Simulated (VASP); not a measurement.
# TiSi2 (pbe) (Cmcm) in VASP: a series of runs

TiSi2 (pbe) is run at these levels: PBE; tasks: single point.

All numbers are computed with VASP 6.6.1; they aren't measurements. Logs are shortened: lines on timing, memory, paths and dates and some standing lists are left out, and cuts for length are marked.

## 1. The cell of the first run

The structure is orthorhombic, space group Cmcm (No. 63). Conventional cell: a = 3.547 Å, b = 13.562 Å, c = 3.579 Å, α = 90.00°, β = 90.00°, γ = 90.00°. Within 3.4 Å of Ti (site symmetry m2m) lie 10 Si at 2.59 to 2.83 Å and 2 Ti at 3.32 Å. Within 3.2 Å of Si (site symmetry m2m) lie 6 Si at 2.40 to 3.15 Å and 6 Ti at 2.59 to 2.83 Å. Within 3.3 Å of Si (site symmetry m2m) lie 8 Si at 2.52 to 3.15 Å and 4 Ti at 2.67 to 2.68 Å.

## 2. Single point, PBE

The input, INCAR:

```
PREC = Accurate ; ENCUT = 520
EDIFF = 1E-6 ; ISMEAR = 0
SIGMA = 0.1 ; LREAL = F
LASPH = T ; NELM = 60
ALGO = Normal ; ISIF = 2
LWAVE = F ; LCHARG = T
GGA = PE ; LELF = T
LVHAR = T ; NBANDS = 29
```

The input, KPOINTS:

```
regular mesh
0
Gamma
  10 10 10
```

The input, POSCAR:

```
TiSi2
1.0
    1.7737084007     -6.7812415725      0.0000000000
    1.7737084007      6.7812415725      0.0000000000
    0.0000000000      0.0000000000      3.5791229251
Ti Si
2 4
Direct
    0.8968048255      0.1031951745      0.7500000000
    0.1031951745      0.8968048255      0.2500000000
    0.5591336980      0.4408663020      0.7500000000
    0.4408663020      0.5591336980      0.2500000000
    0.2498286293      0.7501713707      0.7500000000
    0.7501713707      0.2498286293      0.2500000000
```

Potentials or basis: VASP PAW PBE potentials, release 64 (Ti_sv, Si).

Run with:

```bash
cat potpaw_PBE.64/Ti_sv/POTCAR potpaw_PBE.64/Si/POTCAR > POTCAR
mpirun -np 1 vasp_std > vasp.out
```

OUTCAR:

```text
PREC = Accurate
   ENCUT = 520
   EDIFF = 1E-6
   ISMEAR = 0
   LREAL = F
   LASPH = T
   NELM = 60
   ISIF = 2
   GGA = PE

 ion  position               nearest neighbor table
   1  0.897  0.103  0.750-   4 2.59   4 2.59   4 2.59   4 2.59   5 2.67   5 2.67   6 2.68   6 2.68
                             3 2.83   3 2.83
   2  0.103  0.897  0.250-   3 2.59   3 2.59   3 2.59   3 2.59   6 2.67   6 2.67   5 2.68   5 2.68
                             4 2.83   4 2.83
   3  0.559  0.441  0.750-   4 2.40   4 2.40   2 2.59   2 2.59   2 2.59   2 2.59   1 2.83   1 2.83
                             5 3.14   5 3.14
   4  0.441  0.559  0.250-   3 2.40   3 2.40   1 2.59   1 2.59   1 2.59   1 2.59   2 2.83   2 2.83
                             6 3.14   6 3.14
   5  0.250  0.750  0.750-   6 2.52   6 2.52   6 2.52   6 2.52   1 2.67   1 2.67   2 2.68   2 2.68
                             3 3.14   3 3.14
   6  0.750  0.250  0.250-   5 2.52   5 2.52   5 2.52   5 2.52   2 2.67   2 2.67   1 2.68   1 2.68
                             4 3.14   4 3.14

  LATTYP: Found a base centered orthorhombic cell.
 ALAT       =     3.5474168014
 B/A-ratio  =     3.8231997829
 C/A-ratio  =     1.0089378061

  Lattice vectors:

 A1 = (   1.7737084007,  -6.7812415725,   0.0000000000)
 A2 = (   1.7737084007,   6.7812415725,   0.0000000000)
 A3 = (   0.0000000000,   0.0000000000,   3.5791229251)

Analysis of symmetry for initial positions (statically):
=====================================================================
 Subroutine PRICEL returns:
 Original cell was already a primitive cell.

 Routine SETGRP: Setting up the symmetry group for a
 base centered orthorhombic supercell.

 Subroutine GETGRP returns: Found  8 space group operations
 (whereof  4 operations were pure point group operations)
 out of a pool of  8 trial point group operations.

The static configuration has the point symmetry C_2h.
 The point group associated with its full space group is D_2h.

Analysis of symmetry for dynamics (positions and initial velocities):
=====================================================================
 Subroutine PRICEL returns:
 Original cell was already a primitive cell.

 Routine SETGRP: Setting up the symmetry group for a
 base centered orthorhombic supercell.

 Subroutine GETGRP returns: Found  8 space group operations
 (whereof  4 operations were pure point group operations)
 out of a pool of  8 trial point group operations.

The dynamic configuration has the point symmetry C_2h.
 The point group associated with its full space group is D_2h.

 Subroutine INISYM returns: Found  8 space group operations
 (whereof  4 operations are pure point group operations),
 and found     1 'primitive' translations

----------------------------------------------------------------------------------------

                                     Primitive cell

  volume of cell :      86.0990

  direct lattice vectors                    reciprocal lattice vectors
     1.773708401 -6.781241572  0.000000000     0.281895265 -0.073732811  0.000000000
     1.773708401  6.781241572  0.000000000     0.281895265  0.073732811  0.000000000
     0.000000000  0.000000000  3.579122925     0.000000000  0.000000000  0.279398060

  length of vectors
     7.009370782  7.009370782  3.579122925     0.291378565  0.291378565  0.279398060

  position of ions in fractional coordinates (direct lattice)
     0.896804825  0.103195175  0.750000000
     0.103195175  0.896804825  0.250000000
     0.559133698  0.440866302  0.750000000
     0.440866302  0.559133698  0.250000000
     0.249828629  0.750171371  0.750000000
     0.750171371  0.249828629  0.250000000

  ion indices of the primitive-cell ions
   primitive index   ion index
                 1           1
                 2           2
                 3           3
                 4           4
                 5           5
                 6           6

----------------------------------------------------------------------------------------

 KPOINTS: regular mesh

Automatic generation of k-mesh.
 Grid dimensions read from file:
 generate k-points for:   10   10   10

 Generating k-lattice:

  Cartesian coordinates                     Fractional coordinates (reciprocal lattice)
     0.028189527 -0.007373281  0.000000000     0.100000000  0.000000000  0.000000000
     0.028189527  0.007373281  0.000000000     0.000000000  0.100000000  0.000000000
     0.000000000  0.000000000  0.027939806     0.000000000  0.000000000  0.100000000

  Length of vectors
     0.029137856  0.029137856  0.027939806

  Shift w.r.t. Gamma in fractional coordinates (k-lattice)
     0.000000000  0.000000000  0.000000000

 Subroutine IBZKPT returns following result:
 ===========================================

 Found    186 irreducible k-points:

 Following reciprocal coordinates:
            Coordinates               Weight
  0.000000  0.000000  0.000000      1.000000
  0.100000 -0.000000  0.000000      4.000000
  0.200000 -0.000000  0.000000      4.000000
  0.300000  0.000000  0.000000      4.000000
  0.400000  0.000000  0.000000      4.000000
  0.500000  0.000000  0.000000      2.000000
[... 16 lines left out ...]
  0.300000  0.300000  0.000000      2.000000
  0.400000  0.300000  0.000000      4.000000
 [... further k-points ...]
   k-points           NKPTS =    186   k-points in BZ     NKDIM =    186   number of bands    NBANDS=     29
   number of dos      NEDOS =    301   number of ions     NIONS =      6
   total plane-waves  NPLWV =  81648
   dimension x,y,z NGX =    54 NGY =   54 NGZ =   28
   dimension x,y,z NGXF=   108 NGYF=  108 NGZF=   56
   ions per type =               2   4
   NGX,Y,Z   is equivalent  to a cutoff of  12.81, 12.81, 13.01 a.u.
   NGXF,Y,Z  is equivalent  to a cutoff of  25.62, 25.62, 26.01 a.u.
 SYSTEM =  unknown system
   PREC   = accura    normal or accurate (medium, high low for compatibility)
   ISTART =      0    job   : 0-new  1-cont  2-samecut
   ICHARG =      2    charge: 1-file 2-atom 10-const
   ISPIN  =      1    spin polarized calculation?
   LNONCOLLINEAR =      F non collinear calculations
   LSORBIT =      F    spin-orbit coupling
   LASPH  =      T    aspherical Exc in radial PAW
   ENCUT  =  520.0 eV  38.22 Ry    6.18 a.u.  13.03 13.03  6.65*2*pi/ulx,y,z
   NELM   =     60;   NELMIN=  2; NELMDL= -5     # of ELM steps
   EDIFF  = 0.1E-05   stopping-criterion for ELM
   LREAL  =      F    real-space projection
   EDIFFG = 0.1E-04   stopping-criterion for IOM
   NSW    =      0    number of steps for IOM
   IBRION =     -1    ionic relax: 0-MD 1-quasi-New 2-CG
   NFREE  =      0    steps in history (QN), initial steepest desc. (CG)
   ISIF   =      2    stress and relaxation
   ISYM   =      2    0-nonsym 1-usesym 2-fastsym
   POTIM  = 0.5000    time-step for ionic-motion
   TEBEG  =    0.0;   TEEND  =   0.0 temperature during run
   PSTRESS=    0.0 pullay stress
   NELECT =      40.0000    total number of electrons
   NUPDOWN=      -1.0000    fix difference up-down
   EMIN   =  10.00;   EMAX   =-10.00  energy-range for DOS
   EFERMI =   0.00;   METHOD = LEGACY
   ISMEAR =     0;   SIGMA  =   0.10  broadening in eV -4-tet -1-fermi 0-gaus
   EFERMI_NEDOS =   21; number of points for ismear=-14 and -15
   IALGO  =     38    algorithm
   IMIX   =      4    mixing-type and parameters
     AMIX     =   0.40;   BMIX     =  1.00
     AMIX_MAG =   1.60;   BMIX_MAG =  1.00
  volume/ion in A,a.u.               =      14.35        96.84
  Fermi-wavevector in a.u.,A,eV,Ry     =   1.267931  2.396041 21.873379  1.607648
  Thomas-Fermi vector in A             =   2.401052
   LORBIT       =      0    0 simple, 1 ext, 2 COOP (PROOUT), +10 PAW based schemes
   GGA     = PE    functional components
   LHFCALC =     F    Hartree Fock is set to
   AEXX    =    0.0000 exact exchange contribution
   IVDW    =     0    specifies the selected vdW correction
   LEPSILON=     F    determine dielectric tensor
   LRPA    =     F    only Hartree local field effects (RPA)
 non-spin polarized calculation
 Gauss-broadening in eV      SIGMA  =   0.10
  energy-cutoff  :      520.00
  volume of cell :       86.10
 maximum number of plane-waves:      2340
 NGX is ok and might be reduce to    54
   NGX = 27   NGY = 27   NGZ = 13

 number of electron      40.0000005 magnetization

 Free energy of the ion-electron system (eV)
  ---------------------------------------------------
  ext. energy  EPLUGINS =         0.00000000
  ---------------------------------------------------
  free energy    TOTEN  =       -40.75289276 eV

  energy without entropy =      -40.74549832  energy(sigma->0) =      -40.74919554

 E-fermi :  10.3863     XC(G=0): -11.5888

 val. band max:       10.3699950333   @ k =  -0.2000   0.1000   0.2000
 cond. band min:      10.3865795435   @ k =   0.5000   0.2000   0.0000
 fundamental gap:      0.0165845102
 Fermi energy:        10.3862578493

 k-point     1 :       0.0000    0.0000    0.0000
  band No.  band energies     occupation
      1     -46.4532      2.00000
      2     -46.4445      2.00000
      3     -22.7967      2.00000
      4     -22.7626      2.00000
      5     -22.7559      2.00000
      6     -22.7504      2.00000
[... 21 lines left out ...]
     28      13.3030      0.00000
     29      13.4931      0.00000

 k-point     2 :       0.1000   -0.0000    0.0000
  band No.  band energies     occupation
      1     -46.4528      2.00000
      2     -46.4441      2.00000
      3     -22.7955      2.00000
      4     -22.7694      2.00000
      5     -22.7566      2.00000
      6     -22.7552      2.00000
[... 21 lines left out ...]
     28      13.3818      0.00000
     29      13.4893      0.00000

 k-point     3 :       0.2000   -0.0000    0.0000
  band No.  band energies     occupation
      1     -46.4518      2.00000
      2     -46.4432      2.00000
      3     -22.7926      2.00000
      4     -22.7870      2.00000
      5     -22.7728      2.00000
      6     -22.7535      2.00000
[... 638 lines left out ...]
      5     -22.7838      2.00000
      6     -22.7495      2.00000
[... 21 lines left out ...]
     28      13.4613      0.00000
     29      13.6811      0.00000

 k-point    24 :       0.4000    0.3000    0.0000
  band No.  band energies     occupation
      1     -46.4505      2.00000
      2     -46.4421      2.00000
      3     -22.8099      2.00000
      4     -22.7927      2.00000
      5     -22.7853      2.00000
      6     -22.7511      2.00000
[... 21 lines left out ...]
     28      13.6489      0.00000
     29      13.7076      0.00000

 [... further k-points ...]
[... 5 lines left out ...]
  --------------------------------------------------------------------------------------
  -------------------------------------------------------------------------------------
  Total        0.0088129     -0.0127226     -0.0083858      0.0000000      0.0000000      0.0000000
  in kB        0.1639956     -0.2367487     -0.1560469      0.0000000      0.0000000      0.0000000
  external PRESSURE =      -0.0762667 kB  Pullay stress =       0.0000000 kB

 VOLUME and BASIS-vectors are now :
 -----------------------------------------------------------------------------
  energy-cutoff  :      520.00
  volume of cell :       86.10
      direct lattice vectors                 reciprocal lattice vectors
     1.773708401 -6.781241572  0.000000000     0.281895265 -0.073732811  0.000000000
     1.773708401  6.781241572  0.000000000     0.281895265  0.073732811  0.000000000
     0.000000000  0.000000000  3.579122925     0.000000000  0.000000000  0.279398060

 POSITION                                       TOTAL-FORCE (eV/Angst)
 -----------------------------------------------------------------------------------
      1.77371     -5.38166      2.68434         0.000000     -0.000196      0.000000
      1.77371      5.38166      0.89478         0.000000      0.000196     -0.000000
      1.77371     -0.80200      2.68434         0.000000      0.009852     -0.000000
      1.77371      0.80200      0.89478         0.000000     -0.009852     -0.000000
      1.77371      3.39294      2.68434         0.000000     -0.000422     -0.000000
      1.77371     -3.39294      0.89478         0.000000      0.000422     -0.000000
 -----------------------------------------------------------------------------------
    total drift:                                0.000000      0.000000      0.000000

  FREE ENERGIE OF THE ION-ELECTRON SYSTEM (eV)
  ---------------------------------------------------
  free  energy   TOTEN  =       -40.7528927570 eV

  energy  without entropy=      -40.7454983210  energy(sigma->0) =      -40.74919554
```

Wall time 5.8 min (1 thread of Intel Xeon 6975P-C (Granite Rapids), shared host); peak memory 0.54 GiB.

Results:

```
Free energy            : -40.7529 eV
Pressure               : 0.0 GPa
Largest force          : 0.010 eV/Å
Band gap on the k mesh : zero (band 20 reaches 10.86 eV, above the bottom of band 21 at 9.87 eV)
```

Forces in eV/Å, atoms in the order of the input:
```
Ti   0.000  0.000  0.000
Ti   0.000  0.000  0.000
Si   0.000  0.010  0.000
Si   0.000 -0.010  0.000
Si   0.000  0.000  0.000
Si   0.000  0.000  0.000
```

## 3. Single point, PBE

The input, INCAR:

```
PREC = Accurate ; ENCUT = 520
EDIFF = 1E-7 ; ISMEAR = -1
SIGMA = 0.15 ; LREAL = F
LASPH = T ; NELM = 60
ALGO = Normal ; ISIF = 2
LWAVE = F ; LCHARG = F
GGA = PE ; NBANDS = 29
```

The input, KPOINTS:

```
Automatic mesh
0
Gamma
  10 10 10
```

The input, POSCAR:

```
TiSi2
1.0
    1.7746362626     -6.7815595470      0.0000000000
    1.7746362626      6.7815595470      0.0000000000
    0.0000000000      0.0000000000      3.5803151704
Ti Si
2 4
Direct
    0.8967870013      0.1032129987      0.7500000000
    0.1032129987      0.8967870013      0.2500000000
    0.5591701312      0.4408298688      0.7500000000
    0.4408298688      0.5591701312      0.2500000000
    0.2496377044      0.7503622956      0.7500000000
    0.7503622956      0.2496377044      0.2500000000
```

Potentials or basis: VASP PAW PBE potentials, release 64 (Ti_sv, Si).

Run with:

```bash
cat potpaw_PBE.64/Ti_sv/POTCAR potpaw_PBE.64/Si/POTCAR > POTCAR
mpirun -np 1 vasp_std > vasp.out
```

It took 6.8 min on 1 thread of Intel Xeon 6975P-C (Granite Rapids), shared host; peak memory 0.54 GiB.

The run converged. Its results:

```
Free energy            : -40.8115 eV
Pressure               : 0.0 GPa
Largest force          : 0.009 eV/Å
Band gap on the k mesh : zero (band 20 reaches 10.85 eV, above the bottom of band 21 at 9.86 eV)
```

Forces on the atoms (eV/Å):
```
Ti   0.000  0.000  0.000
Ti   0.000  0.000  0.000
Si   0.000  0.009  0.000
Si   0.000 -0.009  0.000
Si   0.000 -0.001  0.000
Si   0.000  0.001  0.000
```

Levels at points of the mesh, in eV from the Fermi level:
```
           k point  band 16  band 17  band 18  band 19  band 20  band 21  band 22  band 23  band 24  band 25
(0.00, 0.00, 0.00)    -2.49    -2.10    -2.04    -2.02     0.48     0.71     0.81     0.89     1.33     1.41
(0.50, 0.00, 0.00)    -2.43    -1.64    -1.42    -0.63    -0.55    -0.51     1.18     1.45     1.64     1.81
(0.50, 0.50, 0.00)    -2.51    -2.46    -1.89    -1.14     0.40     0.66     0.74     0.91     1.10     2.07
(0.00, 0.00, 0.50)    -2.26    -1.58    -1.58    -0.03    -0.03     0.86     0.86     1.49     1.49     1.64
(0.50, 0.00, 0.50)    -4.00    -3.16    -3.16    -2.40    -2.40     1.74     1.74     1.87     1.87     2.49
(0.50, 0.50, 0.50)    -3.30    -2.01    -2.01    -0.85    -0.85     0.47     0.47     1.66     1.66     2.41
```
